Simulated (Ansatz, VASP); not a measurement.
## Two plane-wave programs on Hf2N

File INCAR:

```
PREC = Accurate
ENCUT = 520
EDIFF = 1E-6
ISMEAR = 0
SIGMA = 0.15
LREAL = F
LASPH = T
NELM = 60
ALGO = Normal
ISIF = 2
LWAVE = F
LCHARG = F
GGA = PS
NBANDS = 34
```

KPOINTS

```
regular mesh
0
Gamma
  10 10 14
```

POSCAR

```
Hf2N
1.0
    5.2955389254      0.0000000000      0.0000000000
    0.0000000000      6.0898697642      0.0000000000
    0.0000000000      0.0000000000      3.2274489825
Hf N
4 2
Direct
    0.2954633019      0.2954633019      0.0000000000
    0.7045366981      0.7045366981      0.0000000000
    0.7954633019      0.2045366981      0.5000000000
    0.2045366981      0.7954633019      0.5000000000
    0.0000000000      0.0000000000      0.0000000000
    0.5000000000      0.5000000000      0.5000000000
```

Input for Ansatz:

```yaml
crystal:
  lattice:
    - [5.2955389254, 0.0, 0.0]
    - [0.0, 6.0898697642, 0.0]
    - [0.0, 0.0, 3.2274489825]
  atoms:
    - { symbol: Hf, position: [0.2954633019, 0.2954633019, 0.0] }
    - { symbol: Hf, position: [0.7045366981, 0.7045366981, 0.0] }
    - { symbol: Hf, position: [0.7954633019, 0.2045366981, 0.5] }
    - { symbol: Hf, position: [0.2045366981, 0.7954633019, 0.5] }
    - { symbol: "N", position: [0.0, 0.0, 0.0] }
    - { symbol: "N", position: [0.5, 0.5, 0.5] }
basis:
  ecutwfc: 420
kpoints:
  mp_grid: { grid: [10, 10, 14] }
hamiltonian:
  xc: pbesol
scf:
  occupations: { method: gaussian, width: 0.15 }
output:
  forces: true
  stress: true
  eigenvalues: true
```

Change from the starting cell: strain +0.1500 x Voigt [0, 1, 0, 0, 0, 0], atoms carried along.

Alike in both runs: task single point; functional PBEsol; k mesh 10 × 10 × 14; occupations gaussian, width 0.15 eV; no spin polarisation.

```csv
,VASP,Ansatz
version,VASP 6.6.1,Ansatz 0.2.0
potentials or method,"VASP PAW PBE potentials, release 64 (Hf_pv, N), cutoff 520 eV","scalar-relativistic, plane waves, PAW"
valence electrons in the cell,50,114
```

Ansatz gave:

```
gap on the k mesh at the Fermi level (eV)                     : none
pressure (GPa)                                                : -19.5
traceless stress, the component that is largest in VASP (GPa) : -12.46
rms of the force components (eV/Å)                            : 0.293
```

**Question.** Which values does VASP return?

**Answer.** gap on the k mesh at the Fermi level (eV): none; pressure (GPa): -20.4; traceless stress, the component that is largest in VASP (GPa): -12.45; rms of the force components (eV/Å): 0.299.

VASP's potentials were made for PBE, not for PBEsol. Atom by atom the forces differ by 0.008 eV/Å (rms over components). A gap of «none» marks a metal or a gap that the smearing closes. The functional is the same, so the differences come from potentials, cutoffs and numerics. VASP's potentials hold 50 valence electrons a cell and Ansatz's 114, so a difference there can come from the potentials and not from the codes.

Neither program's run includes spin-orbit coupling.
